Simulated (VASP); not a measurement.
Wanted: the native input for a VASP 6.6.1 run.

```yaml
Task: relaxation of cell and atoms
Functional: PBE
Potentials_or_basis: VASP PAW PBE potentials, release 64 (Cs_sv)
Cutoff: 600 eV
k_mesh: 3 × 3 × 4
Occupations: gaussian, width 0.1 eV
Spin: no spin polarisation
Dipole_correction: no
Further_INCAR_settings: ALGO = Normal; EDIFF = 1e-07; IBRION = 2; EDIFFG = -0.04; NSW = 90; ISIF = 3
```

The structure of Cs lies in POSCAR:

```
Cs
1.0
    7.4050627100      0.0000000000      0.0000000000
   -3.7025313500      6.4129724200      0.0000000000
    0.0000000000      0.0000000000      5.8401669000
Cs
2
Direct
    0.3333333300      0.6666666700      0.0000000000
    0.6666666700      0.3333333300      0.0000000000
```

The cell was built from a structure type or drawn by symmetry, and may not be a known phase.

These files were run (other wordings do the same):

INCAR

```
ALGO = Normal
EDIFF = 1E-7
EDIFFG = -0.04
ENCUT = 600
GGA = PE
IBRION = 2
ISIF = 3
ISMEAR = 0
LASPH = T
LCHARG = F
LREAL = F
LWAVE = F
NELM = 60
NSW = 90
PREC = Accurate
SIGMA = 0.1
```

KPOINTS

```
k-points
0
Gamma
  3 3 4
```

Potentials or basis: VASP PAW PBE potentials, release 64 (Cs_sv).

Command:

```sh
$ cat potpaw_PBE.64/Cs_sv/POTCAR > POTCAR
$ mpirun -np 1 vasp_std > vasp.out
```

It gave:

| Property | Result |
| --- | --- |
| Relaxed volume | 179.48 Å³/atom |
| Relaxed cell | a = 9.121 Å, b = 9.121 Å, c = 4.982 Å, α = 90.00°, β = 90.00°, γ = 120.00° |
| Space group after relaxing (to 0.1 Å) | P6/mmm (No. 191) |
| Energy gained by relaxing | 152.2 meV/atom |
| Ionic steps | 10 |
| Pressure after relaxing | 0.0 GPa |
| Band gap on the k mesh | zero (bands 9 and 10 overlap by 1.20 eV) |

Caveat: the volume moved by over 15 % at a fixed basis, so the end points are rough; spin-orbit coupling is left out, which moves the levels of the heavy elements.

It took 4.5 min on 1 thread of Intel(R) Xeon(R) Platinum 8375C CPU @ 2.90GHz (Ice Lake), on a shared host, peak memory 0.43 GiB.
